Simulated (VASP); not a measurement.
# CaSe (F-43m) in VASP: a series of runs

CaSe is run at these levels: PBEsol; tasks: single point.

Program: VASP 6.6.1. These are calculated values, not measurements. Logs are shortened: lines on timing, memory, paths and dates and some standing lists are left out, and cuts for length are marked.

### Step 1. The cell of the first run

It takes space group F-43m (No. 216, cubic). Conventional cell: a = 6.488 Å, b = 6.488 Å, c = 6.488 Å, α = 90.00°, β = 90.00°, γ = 90.00°. Within 3.7 Å of Ca (site symmetry -43m) lie 4 Se at 2.81 Å. Se (site symmetry -43m) has 4 Ca at 2.81 Å within 3.7 Å.

### Step 2. Single point, PBEsol

Contents of INCAR:

```
SYSTEM = CaSe
PREC = Accurate ; ENCUT = 500
EDIFF = 1E-6 ; ISMEAR = 0
SIGMA = 0.01 ; LREAL = .FALSE.
LASPH = .TRUE. ; NELM = 120
ALGO = Normal ; ISIF = 2
LWAVE = .FALSE. ; LCHARG = .FALSE.
GGA = PS ; NBANDS = 15
GGA_COMPAT = .FALSE.
```

Contents of KPOINTS:

```
regular mesh
0
G
  6 6 6
  0 0 0
```

Contents of POSCAR:

```
CaSe
1.0
    0.0000000000      3.2440569892      3.2440569892
    3.2440569892      0.0000000000      3.2440569892
    3.2440569892      3.2440569892      0.0000000000
Ca Se
1 1
Direct
    0.0000000000      0.0000000000      0.0000000000
    0.7500000000      0.7500000000      0.7500000000
```

Potentials or basis: VASP PAW PBE potentials, release 64 (Ca_sv, Se).

Launch:

```sh
$ cat potpaw_PBE.64/Ca_sv/POTCAR potpaw_PBE.64/Se/POTCAR > POTCAR
$ mpirun -np 1 vasp_std > vasp.out
```

OUTCAR:

```text
SYSTEM = CaSe
   PREC = Accurate
   ENCUT = 500
   EDIFF = 1E-6
   ISMEAR = 0
   LREAL = .FALSE.
   LASPH = .TRUE.
   NELM = 120
   ISIF = 2
   GGA = PS

 ion  position               nearest neighbor table
   1  0.000  0.000  0.000-   2 2.81   2 2.81   2 2.81   2 2.81
   2  0.750  0.750  0.750-   1 2.81   1 2.81   1 2.81   1 2.81

  LATTYP: Found a face centered cubic cell.
 ALAT       =     6.4881139784

  Lattice vectors:

 A1 = (   0.0000000000,   3.2440569892,   3.2440569892)
 A2 = (   3.2440569892,   0.0000000000,   3.2440569892)
 A3 = (   3.2440569892,   3.2440569892,   0.0000000000)

Analysis of symmetry for initial positions (statically):
=====================================================================
 Subroutine PRICEL returns:
 Original cell was already a primitive cell.

 Routine SETGRP: Setting up the symmetry group for a
 face centered cubic supercell.

 Subroutine GETGRP returns: Found 24 space group operations
 (whereof 24 operations were pure point group operations)
 out of a pool of 48 trial point group operations.

The static configuration has the point symmetry T_d .

Analysis of symmetry for dynamics (positions and initial velocities):
=====================================================================
 Subroutine PRICEL returns:
 Original cell was already a primitive cell.

 Routine SETGRP: Setting up the symmetry group for a
 face centered cubic supercell.

 Subroutine GETGRP returns: Found 24 space group operations
 (whereof 24 operations were pure point group operations)
 out of a pool of 48 trial point group operations.

The dynamic configuration has the point symmetry T_d .

 Subroutine INISYM returns: Found 24 space group operations
 (whereof 24 operations are pure point group operations),
 and found     1 'primitive' translations

----------------------------------------------------------------------------------------

                                     Primitive cell

  volume of cell :      68.2803

  direct lattice vectors                    reciprocal lattice vectors
     0.000000000  3.244056989  3.244056989    -0.154127995  0.154127995  0.154127995
     3.244056989  0.000000000  3.244056989     0.154127995 -0.154127995  0.154127995
     3.244056989  3.244056989  0.000000000     0.154127995  0.154127995 -0.154127995

  length of vectors
     4.587789391  4.587789391  4.587789391     0.266957519  0.266957519  0.266957519

  position of ions in fractional coordinates (direct lattice)
     0.000000000  0.000000000  0.000000000
     0.750000000  0.750000000  0.750000000

  ion indices of the primitive-cell ions
   primitive index   ion index
                 1           1
                 2           2

----------------------------------------------------------------------------------------

 KPOINTS: regular mesh

Automatic generation of k-mesh.
 Grid dimensions read from file:
 generate k-points for:    6    6    6

 Generating k-lattice:

  Cartesian coordinates                     Fractional coordinates (reciprocal lattice)
    -0.025687999  0.025687999  0.025687999     0.166666667  0.000000000  0.000000000
     0.025687999 -0.025687999  0.025687999     0.000000000  0.166666667  0.000000000
     0.025687999  0.025687999 -0.025687999     0.000000000  0.000000000  0.166666667

  Length of vectors
     0.044492920  0.044492920  0.044492920

  Shift w.r.t. Gamma in fractional coordinates (k-lattice)
     0.000000000  0.000000000  0.000000000

 Subroutine IBZKPT returns following result:
 ===========================================

 Found     16 irreducible k-points:

 Following reciprocal coordinates:
            Coordinates               Weight
  0.000000  0.000000  0.000000      1.000000
  0.166667  0.000000  0.000000      8.000000
  0.333333  0.000000  0.000000      8.000000
  0.500000  0.000000  0.000000      4.000000
  0.166667  0.166667  0.000000      6.000000
  0.333333  0.166667  0.000000     24.000000
[... 8 lines left out ...]
 -0.333333  0.333333  0.166667     24.000000
 -0.333333  0.500000  0.166667     12.000000
   k-points           NKPTS =     16   k-points in BZ     NKDIM =     16   number of bands    NBANDS=     15
   number of dos      NEDOS =    301   number of ions     NIONS =      2
   total plane-waves  NPLWV =  46656
   dimension x,y,z NGX =    36 NGY =   36 NGZ =   36
   dimension x,y,z NGXF=    72 NGYF=   72 NGZF=   72
   ions per type =               1   1
   NGX,Y,Z   is equivalent  to a cutoff of  13.05, 13.05, 13.05 a.u.
   NGXF,Y,Z  is equivalent  to a cutoff of  26.09, 26.09, 26.09 a.u.
 SYSTEM =  CaSe
   PREC   = accura    normal or accurate (medium, high low for compatibility)
   ISTART =      0    job   : 0-new  1-cont  2-samecut
   ICHARG =      2    charge: 1-file 2-atom 10-const
   ISPIN  =      1    spin polarized calculation?
   LNONCOLLINEAR =      F non collinear calculations
   LSORBIT =      F    spin-orbit coupling
   LASPH  =      T    aspherical Exc in radial PAW
   ENCUT  =  500.0 eV  36.75 Ry    6.06 a.u.   8.36  8.36  8.36*2*pi/ulx,y,z
   NELM   =    120;   NELMIN=  2; NELMDL= -5     # of ELM steps
   EDIFF  = 0.1E-05   stopping-criterion for ELM
   LREAL  =      F    real-space projection
   EDIFFG = 0.1E-04   stopping-criterion for IOM
   NSW    =      0    number of steps for IOM
   IBRION =     -1    ionic relax: 0-MD 1-quasi-New 2-CG
   NFREE  =      0    steps in history (QN), initial steepest desc. (CG)
   ISIF   =      2    stress and relaxation
   ISYM   =      2    0-nonsym 1-usesym 2-fastsym
   POTIM  = 0.5000    time-step for ionic-motion
   TEBEG  =    0.0;   TEEND  =   0.0 temperature during run
   PSTRESS=    0.0 pullay stress
   NELECT =      16.0000    total number of electrons
   NUPDOWN=      -1.0000    fix difference up-down
   EMIN   =  10.00;   EMAX   =-10.00  energy-range for DOS
   EFERMI =   0.00;   METHOD = LEGACY
   ISMEAR =     0;   SIGMA  =   0.01  broadening in eV -4-tet -1-fermi 0-gaus
   EFERMI_NEDOS =   21; number of points for ismear=-14 and -15
   IALGO  =     38    algorithm
   IMIX   =      4    mixing-type and parameters
     AMIX     =   0.40;   BMIX     =  1.00
     AMIX_MAG =   1.60;   BMIX_MAG =  1.00
  volume/ion in A,a.u.               =      34.14       230.39
  Fermi-wavevector in a.u.,A,eV,Ry     =   1.009291  1.907283 13.859821  1.018668
  Thomas-Fermi vector in A             =   2.142210
   LORBIT       =      0    0 simple, 1 ext, 2 COOP (PROOUT), +10 PAW based schemes
   GGA     = PS    functional components
   LHFCALC =     F    Hartree Fock is set to
   AEXX    =    0.0000 exact exchange contribution
   IVDW    =     0    specifies the selected vdW correction
   LEPSILON=     F    determine dielectric tensor
   LRPA    =     F    only Hartree local field effects (RPA)
 non-spin polarized calculation
 Gauss-broadening in eV      SIGMA  =   0.01
  energy-cutoff  :      500.00
  volume of cell :       68.28
 maximum number of plane-waves:      1759
 NGX is ok and might be reduce to    36
   NGX = 17   NGY = 17   NGZ = 17

 number of electron      16.0000002 magnetization

 Free energy of the ion-electron system (eV)
  ---------------------------------------------------
  ext. energy  EPLUGINS =         0.00000000
  ---------------------------------------------------
  free energy    TOTEN  =        -9.42664206 eV

  energy without entropy =       -9.42664206  energy(sigma->0) =       -9.42664206

 E-fermi :  -0.1236     XC(G=0):  -7.9276

 val. band max:       -0.2838013509   @ k =  -0.3333   0.3333   0.0000
 cond. band min:       2.8712427351   @ k =   0.0000   0.0000   0.0000
 fundamental gap:      3.1550440860
 Fermi energy:        -0.1235723966

 k-point     1 :       0.0000    0.0000    0.0000
  band No.  band energies     occupation
      1     -39.0047      2.00000
      2     -20.1098      2.00000
      3     -20.1098      2.00000
      4     -20.1098      2.00000
      5     -10.6630      2.00000
      6      -0.3919      2.00000
      7      -0.3919      2.00000
      8      -0.3919      2.00000
      9       2.8712      0.00000
     10       5.1513      0.00000
     11       5.1513      0.00000
     12       7.2884      0.00000
     13       7.2884      0.00000
     14       7.2884      0.00000
     15       8.9244      0.00000

 k-point     2 :       0.1667    0.0000    0.0000
  band No.  band energies     occupation
      1     -39.0041      2.00000
      2     -20.1237      2.00000
      3     -20.1115      2.00000
      4     -20.1115      2.00000
      5     -10.5913      2.00000
      6      -0.8202      2.00000
      7      -0.3649      2.00000
      8      -0.3649      2.00000
      9       3.6686      0.00000
     10       5.0215      0.00000
     11       5.0215      0.00000
     12       6.8060      0.00000
     13       7.2867      0.00000
     14       7.2867      0.00000
     15       8.1703      0.00000

 k-point     3 :       0.3333    0.0000    0.0000
  band No.  band energies     occupation
      1     -39.0030      2.00000
      2     -20.1512      2.00000
      3     -20.1148      2.00000
      4     -20.1148      2.00000
      5     -10.4465      2.00000
      6      -1.3702      2.00000
      7      -0.3194      2.00000
      8      -0.3194      2.00000
      9       4.7171      0.00000
     10       5.0392      0.00000
     11       5.0392      0.00000
     12       5.9280      0.00000
     13       6.7276      0.00000
     14       6.7276      0.00000
     15       7.9376      0.00000
[... 199 lines left out ...]
 k-point    15 :      -0.3333    0.3333    0.1667
  band No.  band energies     occupation
      1     -39.0019      2.00000
      2     -20.1604      2.00000
      3     -20.1318      2.00000
      4     -20.1223      2.00000
      5     -10.3035      2.00000
      6      -1.1974      2.00000
      7      -0.8680      2.00000
      8      -0.3283      2.00000
      9       3.7058      0.00000
     10       4.7857      0.00000
     11       5.4590      0.00000
     12       6.3176      0.00000
     13       6.6031      0.00000
     14       7.5289      0.00000
     15       8.9030      0.00000

 k-point    16 :      -0.3333    0.5000    0.1667
  band No.  band energies     occupation
      1     -39.0017      2.00000
      2     -20.1630      2.00000
      3     -20.1310      2.00000
      4     -20.1259      2.00000
      5     -10.2800      2.00000
      6      -1.3264      2.00000
      7      -0.6907      2.00000
      8      -0.3638      2.00000
      9       3.3517      0.00000
     10       4.7276      0.00000
     11       5.7150      0.00000
     12       6.0148      0.00000
     13       6.5436      0.00000
     14       8.2117      0.00000
     15       9.1025      0.00000

------------------------ aborting loop because EDIFF is reached ----------------------------------------

  FORCE on cell =-STRESS in cart. coord.  units (eV):
  Direction    XX          YY          ZZ          XY          YZ          ZX
  --------------------------------------------------------------------------------------
  -------------------------------------------------------------------------------------
  Total        0.1499346      0.1499346      0.1499346     -0.0000000     -0.0000000     -0.0000000
  in kB        3.5181717      3.5181717      3.5181717     -0.0000000     -0.0000000     -0.0000000
  external PRESSURE =       3.5181717 kB  Pullay stress =       0.0000000 kB

 VOLUME and BASIS-vectors are now :
 -----------------------------------------------------------------------------
  energy-cutoff  :      500.00
  volume of cell :       68.28
      direct lattice vectors                 reciprocal lattice vectors
     0.000000000  3.244056989  3.244056989    -0.154127995  0.154127995  0.154127995
     3.244056989  0.000000000  3.244056989     0.154127995 -0.154127995  0.154127995
     3.244056989  3.244056989  0.000000000     0.154127995  0.154127995 -0.154127995

 POSITION                                       TOTAL-FORCE (eV/Angst)
 -----------------------------------------------------------------------------------
      0.00000      0.00000      0.00000         0.000000      0.000000      0.000000
      4.86609      4.86609      4.86609        -0.000000     -0.000000     -0.000000
 -----------------------------------------------------------------------------------
    total drift:                                0.000000      0.000000      0.000000

  FREE ENERGIE OF THE ION-ELECTRON SYSTEM (eV)
  ---------------------------------------------------
  free  energy   TOTEN  =        -9.4266420588 eV

  energy  without entropy=       -9.4266420588  energy(sigma->0) =       -9.42664206
```

It took 20 s on 1 thread of Intel Xeon 8259CL, shared host; peak memory 0.21 GiB.

What came out:

```
Free energy            : -9.4266 eV
Pressure               : 0.4 GPa
Band gap on the k mesh : 3.15 eV (least direct gap 3.26 eV)
```

Caveat: the PAW data sets were made with another functional, which shifts forces and pressure a little. A k mesh can miss the band edges.

[end of part 1 of 2]
